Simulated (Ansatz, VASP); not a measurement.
Ca5GeN2: VASP beside Ansatz

```
Ca Ge N
1.0
     0.00000    4.27933    4.27933
     4.27933    0.00000    4.27933
     4.27933    4.27933    0.00000
Ca Ge N
5 1 2
Cartesian
  7.6520 7.6520 7.6520
  5.1859 5.1859 7.6520
  5.1859 7.6520 5.1859
  7.6520 5.1859 5.1859
  2.1397 2.1397 2.1397
  4.2793 4.2793 4.2793
  6.4190 6.4190 6.4190
  0.0000 0.0000 0.0000
```

Alike in both runs: task relaxation of cell and atoms; functional PBE; k mesh 3 × 3 × 3; occupations gaussian, width 0.15 eV; no spin polarisation.

|  | VASP | Ansatz |
| --- | --- | --- |
| version | VASP 6.6.1 | Ansatz 0.2.0 |
| potentials or method | VASP PAW PBE potentials, release 64 (Ca_sv, Ge_d, N), cutoff 600 eV | scalar-relativistic, plane waves, PAW |
| valence electrons in the cell | 74 | 74 |

|  | VASP | Ansatz | Ansatz less VASP |
| --- | --- | --- | --- |
| gap on the k mesh at the Fermi level, each at its own relaxed structure (eV) | none | none | - |
| relaxed volume (Å³/atom) | 32.44 | 32.21 | -0.229 |
| relaxed cell length with the largest relative difference (Å) | 7.159 | 7.143 | -0.0169 |

A gap of «none» marks a metal or a gap that the smearing closes.

The k mesh is coarse, so the values compare programs but aren't converged. Noted on VASP's run: the volume moved by over 15 % at a fixed basis, so the end points are rough.
